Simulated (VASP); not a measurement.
# TaN (P1) in VASP: single point with PBE

Aim: the single point of TaN with PBE.

All numbers are computed with VASP 6.6.1; they aren't measurements. Logs are shortened: lines on timing, memory, paths and dates and some standing lists are left out, and cuts for length are marked.

**1. The cell of the first run**

The typed cell holds 4 atoms: a = 3.051 Å, b = 3.011 Å, c = 4.941 Å, α = 89.36°, β = 88.27°, γ = 118.70°.

**2. Single point, PBE (equal xy, yz and zx shear strains of +3 %)**

INCAR reads:

```
SYSTEM = TaN
ALGO = Normal
EDIFF = 1E-6
ENCUT = 520
GGA = PE
ISIF = 2
ISMEAR = -1
LASPH = .True.
LCHARG = .True.
LELF = .True.
LREAL = .False.
LVHAR = .True.
LWAVE = .False.
NBANDS = 24
NELM = 80
PREC = Accurate
SIGMA = 0.01
```

KPOINTS reads:

```
k-points
0
Gamma
  9 9 5
  0 0 0
```

POSCAR reads:

```
TaN
1.0
    3.0500010905      0.0457500164      0.0457500164
   -1.4853798689      2.6185034178      0.0167456682
    0.0741000000      0.0741000000      4.9400000000
Ta N
2 2
Direct
    0.3333333333      0.6666666667      0.0000000000
    0.6666666667      0.3333333333      0.5000000000
    0.3333333333      0.6666666667      0.3850000000
    0.6666666667      0.3333333333      0.8850000000
```

Potentials or basis: VASP PAW PBE potentials, release 64 (Ta_pv, N).

Launch:

```bash
$ cat potpaw_PBE.64/Ta_pv/POTCAR potpaw_PBE.64/N/POTCAR > POTCAR
$ mpirun -np 1 vasp_std > vasp.out
```

OUTCAR:

```text
SYSTEM = TaN
   EDIFF = 1E-6
   ENCUT = 520
   GGA = PE
   ISIF = 2
   ISMEAR = -1
   LASPH = .True.
   LREAL = .False.
   NELM = 80
   PREC = Accurate

 ion  position               nearest neighbor table
   1  0.333  0.667  0.000-   4 1.82   4 1.83   4 1.89   3 1.90   2 2.99   2 2.99   2 3.00   2 3.04
                             2 3.08   2 3.11
   2  0.667  0.333  0.500-   3 1.83   3 1.85   3 1.87   4 1.90   1 2.99   1 2.99   1 3.00   1 3.04
                             1 3.08   1 3.11
   3  0.333  0.667  0.385-   2 1.83   2 1.85   2 1.87   1 1.90
   4  0.667  0.333  0.885-   1 1.82   1 1.83   1 1.89   2 1.90

  LATTYP: Found a triclinic cell.
 ALAT       =     3.0903384344
 B/A-ratio  =     2.3053792942
 C/A-ratio  =     0.9871693112
 COS(alpha) =     0.0014538056
 COS(beta)  =     0.5194127995
 COS(gamma) =     0.6168671679

  Lattice vectors:

 A1 = (  -1.5646212216,  -2.6642534342,  -0.0624956846)
 A2 = (  -0.0051413527,  -5.2086568520,   4.8607586472)
 A3 = (  -3.0500010905,  -0.0457500164,  -0.0457500164)

Analysis of symmetry for initial positions (statically):
=====================================================================
 Subroutine PRICEL returns:
 Original cell was already a primitive cell.

 Routine SETGRP: Setting up the symmetry group for a
 triclinic supercell.

 Subroutine GETGRP returns: Found  1 space group operations
 (whereof  1 operations were pure point group operations)
 out of a pool of  2 trial point group operations.

The static configuration has the point symmetry C_1 .

Analysis of symmetry for dynamics (positions and initial velocities):
=====================================================================
 Subroutine PRICEL returns:
 Original cell was already a primitive cell.

 Routine SETGRP: Setting up the symmetry group for a
 triclinic supercell.

 Subroutine GETGRP returns: Found  1 space group operations
 (whereof  1 operations were pure point group operations)
 out of a pool of  2 trial point group operations.

The dynamic configuration has the point symmetry C_1 .

 Subroutine INISYM returns: Found  1 space group operations
 (whereof  1 operations are pure point group operations),
 and found     1 'primitive' translations

----------------------------------------------------------------------------------------

                                     Primitive cell

  volume of cell :      39.7711

  direct lattice vectors                    reciprocal lattice vectors
     3.050001090  0.045750016  0.045750016     0.325215455  0.184531564 -0.007646205
    -1.485379869  2.618503418  0.016745668    -0.005597411  0.378758127 -0.005597411
     0.074100000  0.074100000  4.940000000    -0.002992891 -0.002992891  0.202518937

  length of vectors
     3.050687264  3.010513897  4.941111375     0.373999271  0.378840839  0.202563162

  position of ions in fractional coordinates (direct lattice)
     0.333333333  0.666666667  0.000000000
     0.666666667  0.333333333  0.500000000
     0.333333333  0.666666667  0.385000000
     0.666666667  0.333333333  0.885000000

  ion indices of the primitive-cell ions
   primitive index   ion index
                 1           1
                 2           2
                 3           3
                 4           4

----------------------------------------------------------------------------------------

 KPOINTS: k-points

Automatic generation of k-mesh.
 Grid dimensions read from file:
 generate k-points for:    9    9    5

 Generating k-lattice:

  Cartesian coordinates                     Fractional coordinates (reciprocal lattice)
     0.036135051  0.020503507 -0.000849578     0.111111111  0.000000000  0.000000000
    -0.000621935  0.042084236 -0.000621935     0.000000000  0.111111111  0.000000000
    -0.000598578 -0.000598578  0.040503787     0.000000000 -0.000000000  0.200000000

  Length of vectors
     0.041555475  0.042093427  0.040512632

  Shift w.r.t. Gamma in fractional coordinates (k-lattice)
     0.000000000  0.000000000  0.000000000

 Subroutine IBZKPT returns following result:
 ===========================================

 Found    203 irreducible k-points:

 Following reciprocal coordinates:
            Coordinates               Weight
  0.000000  0.000000  0.000000      1.000000
  0.111111 -0.000000 -0.000000      2.000000
  0.222222 -0.000000  0.000000      2.000000
  0.333333 -0.000000 -0.000000      2.000000
  0.444444 -0.000000  0.000000      2.000000
 -0.000000  0.111111 -0.000000      2.000000
[... 16 lines left out ...]
 -0.111111  0.222222 -0.000000      2.000000
  0.000000  0.333333 -0.000000      2.000000
 [... further k-points ...]
   k-points           NKPTS =    203   k-points in BZ     NKDIM =    203   number of bands    NBANDS=     24
   number of dos      NEDOS =    301   number of ions     NIONS =      4
   total plane-waves  NPLWV =  23040
   dimension x,y,z NGX =    24 NGY =   24 NGZ =   40
   dimension x,y,z NGXF=    48 NGYF=   48 NGZF=   80
   ions per type =               2   2
   NGX,Y,Z   is equivalent  to a cutoff of  13.08, 13.25, 13.46 a.u.
   NGXF,Y,Z  is equivalent  to a cutoff of  26.16, 26.51, 26.92 a.u.
 SYSTEM =  TaN
   PREC   = accura    normal or accurate (medium, high low for compatibility)
   ISTART =      0    job   : 0-new  1-cont  2-samecut
   ICHARG =      2    charge: 1-file 2-atom 10-const
   ISPIN  =      1    spin polarized calculation?
   LNONCOLLINEAR =      F non collinear calculations
   LSORBIT =      F    spin-orbit coupling
   LASPH  =      T    aspherical Exc in radial PAW
   ENCUT  =  520.0 eV  38.22 Ry    6.18 a.u.   5.67  5.60  9.19*2*pi/ulx,y,z
   NELM   =     80;   NELMIN=  2; NELMDL= -5     # of ELM steps
   EDIFF  = 0.1E-05   stopping-criterion for ELM
   LREAL  =      F    real-space projection
   EDIFFG = 0.1E-04   stopping-criterion for IOM
   NSW    =      0    number of steps for IOM
   IBRION =     -1    ionic relax: 0-MD 1-quasi-New 2-CG
   NFREE  =      0    steps in history (QN), initial steepest desc. (CG)
   ISIF   =      2    stress and relaxation
   ISYM   =      2    0-nonsym 1-usesym 2-fastsym
   POTIM  = 0.5000    time-step for ionic-motion
   TEBEG  =    0.0;   TEEND  =   0.0 temperature during run
   PSTRESS=    0.0 pullay stress
   NELECT =      32.0000    total number of electrons
   NUPDOWN=      -1.0000    fix difference up-down
   EMIN   =  10.00;   EMAX   =-10.00  energy-range for DOS
   EFERMI =   0.00;   METHOD = LEGACY
   ISMEAR =    -1;   SIGMA  =   0.01  broadening in eV -4-tet -1-fermi 0-gaus
   EFERMI_NEDOS =   21; number of points for ismear=-14 and -15
   IALGO  =     38    algorithm
   IMIX   =      4    mixing-type and parameters
     AMIX     =   0.40;   BMIX     =  1.00
     AMIX_MAG =   1.60;   BMIX_MAG =  1.00
  volume/ion in A,a.u.               =       9.94        67.10
  Fermi-wavevector in a.u.,A,eV,Ry     =   1.522658  2.877407 31.544941  2.318488
  Thomas-Fermi vector in A             =   2.631207
   LORBIT       =      0    0 simple, 1 ext, 2 COOP (PROOUT), +10 PAW based schemes
   GGA     = PE    functional components
   LHFCALC =     F    Hartree Fock is set to
   AEXX    =    0.0000 exact exchange contribution
   IVDW    =     0    specifies the selected vdW correction
   LEPSILON=     F    determine dielectric tensor
   LRPA    =     F    only Hartree local field effects (RPA)
 non-spin polarized calculation
  energy-cutoff  :      520.00
  volume of cell :       39.77
 maximum number of plane-waves:      1086
   NGX = 11   NGY = 11   NGZ = 19

 number of electron      32.0000001 magnetization

 Free energy of the ion-electron system (eV)
  ---------------------------------------------------
  ext. energy  EPLUGINS =         0.00000000
  ---------------------------------------------------
  free energy    TOTEN  =       -37.58748834 eV

  energy without entropy =      -37.58690468  energy(sigma->0) =      -37.58719651

 E-fermi :   9.8121     XC(G=0): -13.5474

 val. band max:        9.8052038122   @ k =   0.1111   0.2222   0.4000
 cond. band min:       9.8237766351   @ k =  -0.1111   0.1111   0.4000
 fundamental gap:      0.0185728229
 Fermi energy:         9.8121296842

 k-point     1 :       0.0000    0.0000    0.0000
  band No.  band energies     occupation
      1     -26.3285      2.00000
      2     -25.2302      2.00000
      3     -25.2217      2.00000
      4     -25.0320      2.00000
      5     -25.0193      2.00000
      6     -24.9569      2.00000
[... 16 lines left out ...]
     23      16.3461      0.00000
     24      16.7032      0.00000

 k-point     2 :       0.1111   -0.0000   -0.0000
  band No.  band energies     occupation
      1     -26.2869      2.00000
      2     -25.3441      2.00000
      3     -25.2603      2.00000
      4     -25.1679      2.00000
      5     -25.0381      2.00000
      6     -24.9793      2.00000
[... 16 lines left out ...]
     23      16.6177      0.00000
     24      16.9198      0.00000

 k-point     3 :       0.2222   -0.0000    0.0000
  band No.  band energies     occupation
      1     -26.1831      2.00000
      2     -25.6284      2.00000
      3     -25.4964      2.00000
      4     -25.3369      2.00000
      5     -25.0871      2.00000
      6     -25.0432      2.00000
[... 16 lines left out ...]
     23      16.7535      0.00000
     24      17.9186      0.00000
[... 514 lines left out ...]
 k-point    23 :      -0.1111    0.2222   -0.0000
  band No.  band energies     occupation
      1     -26.2043      2.00000
      2     -25.5735      2.00000
      3     -25.4643      2.00000
      4     -25.2847      2.00000
      5     -25.1007      2.00000
      6     -25.0184      2.00000
[... 16 lines left out ...]
     23      17.0453      0.00000
     24      18.5950      0.00000

 k-point    24 :       0.0000    0.3333   -0.0000
  band No.  band energies     occupation
      1     -26.1596      2.00000
      2     -25.9017      2.00000
      3     -25.8052      2.00000
      4     -25.4354      2.00000
      5     -25.1730      2.00000
      6     -25.1382      2.00000
[... 16 lines left out ...]
     23      16.6877      0.00000
     24      17.9090      0.00000

 [... further k-points ...]

------------------------ aborting loop because EDIFF is reached ----------------------------------------

  FORCE on cell =-STRESS in cart. coord.  units (eV):
  Direction    XX          YY          ZZ          XY          YZ          ZX
  --------------------------------------------------------------------------------------
  -------------------------------------------------------------------------------------
  Total       37.2786413     37.1066771     30.7061061     -1.9811484     -0.7290259     -0.7121322
  in kB     1501.7699222   1494.8423463   1236.9953671    -79.8105571    -29.3688040    -28.6882437
  external PRESSURE =    1411.2025452 kB  Pullay stress =       0.0000000 kB

 VOLUME and BASIS-vectors are now :
 -----------------------------------------------------------------------------
  energy-cutoff  :      520.00
  volume of cell :       39.77
      direct lattice vectors                 reciprocal lattice vectors
     3.050001090  0.045750016  0.045750016     0.325215455  0.184531564 -0.007646205
    -1.485379869  2.618503418  0.016745668    -0.005597411  0.378758127 -0.005597411
     0.074100000  0.074100000  4.940000000    -0.002992891 -0.002992891  0.202518937

 POSITION                                       TOTAL-FORCE (eV/Angst)
 -----------------------------------------------------------------------------------
      0.02641      1.76092      0.02641        -1.821405     -0.582408      2.360816
      1.57526      0.94038      2.50608         0.571784     -0.658933      2.264533
      0.05494      1.78945      1.92831        -0.534733      0.649337     -2.304017
      1.60379      0.96891      4.40798         1.784354      0.592003     -2.321332
 -----------------------------------------------------------------------------------
    total drift:                               -0.000310     -0.000708      0.001307

  FREE ENERGIE OF THE ION-ELECTRON SYSTEM (eV)
  ---------------------------------------------------
  free  energy   TOTEN  =       -37.5874883390 eV

  energy  without entropy=      -37.5869046811  energy(sigma->0) =      -37.58719651
```

Run time: 3.8 min. Hardware: 1 thread of AMD EPYC 7R43 (Zen 3), shared host; peak memory 0.25 GiB.

Results:

* Free energy: -37.5875 eV
* Pressure: 141.1 GPa
* Largest force: 3.038 eV/Å
* Band gap on the k mesh: zero (band 16 reaches 10.45 eV, above the bottom of band 17 at 8.22 eV)

Forces on the atoms (eV/Å):
```
Ta  -1.821 -0.582  2.361
Ta   0.572 -0.659  2.265
N   -0.535  0.649 -2.304
N    1.784  0.592 -2.321
```

Caveat: the cell differs from its parent crystal (equal xy, yz and zx shear strains of +3 %); spin-orbit coupling is left out, which moves the levels of the heavy elements; forces of over 1 eV/Å act on the atoms, so gaps and moduli don't describe the material at rest.
